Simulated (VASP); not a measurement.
The system is BN.

```
N B
1.0
     1.23421    0.71257    3.32735
    -1.23421    0.71257    3.32735
     0.00000   -1.42515    3.32735
N B
1 1
Direct
  0.66724 0.66724 0.66724
  0.00033 0.00033 0.00033
```

This cell differs from its parent crystal: volume scaled by 0.96.

Base run:

* Program: VASP 6.6.1
* Functional: PBE
* Potentials or basis: VASP PAW PBE potentials, release 64 (N, B)
* Cutoff: 520 eV
* k mesh: 12 × 12 × 12
* Occupations: fermi-dirac, width 0.05 eV
* Spin: no spin polarisation

Its results: band gap on the k mesh 4.33 eV, indirect (least direct gap 4.80 eV); pressure 14.4 GPa.

Question: The run is repeated on the same cell with these changes: functional from PBE to LDA; potentials or basis from VASP PAW PBE potentials, release 64 (N, B) to VASP PAW LDA potentials, release 64 (N, B). What comes out?

Answer: Band gap on the k mesh 4.14 eV, indirect (least direct gap 4.65 eV); pressure 6.5 GPa.

A k mesh can miss the band edges.
